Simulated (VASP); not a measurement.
Ge, 2 atoms in the cell. Symmetry: Fd-3m, No. 227, cubic system. Conventional cell: a = 5.672 Å, b = 5.672 Å, c = 5.672 Å, α = 90.00°, β = 90.00°, γ = 90.00°. Within 3.2 Å of Ge (site symmetry -43m) lie 4 Ge at 2.46 Å. 

* Program: VASP 6.6.1
* Task: single point
* Functional: r2SCAN
* Potentials or basis: VASP PAW PBE potentials, release 64 (Ge_d)
* Cutoff: 550 eV
* k mesh: 5 × 5 × 5
* Occupations: fermi-dirac, width 0.1 eV
* Spin: no spin polarisation
* Dipole correction: no
* Further INCAR settings: ALGO = Normal; EDIFF = 1e-06; NBANDS = 21

Potentials or basis: VASP PAW PBE potentials, release 64 (Ge_d).

The run is started by

```sh
$ cat potpaw_PBE.64/Ge_d/POTCAR > POTCAR
$ cp INCAR.step1 INCAR
$ mpirun -np 1 vasp_std > vasp.out
$ cp INCAR.step2 INCAR
$ mpirun -np 1 vasp_std > vasp.out
```

Hardware: 1 thread of AMD EPYC 7R43 64-Core Processor (Zen 3), with other jobs on the host.

**Question.** How long does it take, and how much memory?

**Answer.** Run time: 75 s on 1 thread of AMD EPYC 7R43 64-Core Processor (Zen 3), with other jobs on the host, peak memory 0.14 GiB. Counts: k points 10.
